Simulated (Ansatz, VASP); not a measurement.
# Two plane-wave programs on SnSe2

```xyz
3
Lattice="4.0481 0.0000 0.0000 -2.0240 3.1088 0.0000 0.0000 0.0000 6.1456" Properties=species:S:1:pos:R:3 pbc="T T T"
Sn    0.0000    0.0000    0.0000
Se    0.0000    2.0726    1.5860
Se    2.0240    1.0363    4.5596
```

Change from the starting cell: strain +0.0600 x Voigt [1, -1, 0, 0, 0, 0], atoms carried along.

Alike in both runs: task single point; functional PBEsol; k mesh 12 × 12 × 6; occupations gaussian, width 0.05 eV; no spin polarisation.

|  | VASP | Ansatz |
| --- | --- | --- |
| version | VASP 6.6.1 | Ansatz 0.2.0 |
| potentials or method | VASP PAW PBE potentials, release 64 (Sn_d, Se), cutoff 520 eV | scalar-relativistic, plane waves, PAW |
| valence electrons in the cell | 26 | 46 |

```csv
,VASP,Ansatz,Ansatz less VASP
gap on the k mesh at the Fermi level (eV),none,none,-
pressure (GPa),0.8,0.7,-0.11
"traceless stress, the component that is largest in VASP (GPa)",4.19,4.20,+0.010
rms of the force components (eV/Å),0.081,0.078,-0.0040
```

VASP's potentials were made for PBE, not for PBEsol. Atom by atom the forces differ by 0.009 eV/Å (rms over components). A gap of «none» marks a metal or a gap that the smearing closes. With one functional, cell and mesh, what is left measures potentials, basis and numerics. VASP's potentials hold 26 valence electrons a cell and Ansatz's 46, so a difference there can come from the potentials and not from the codes.
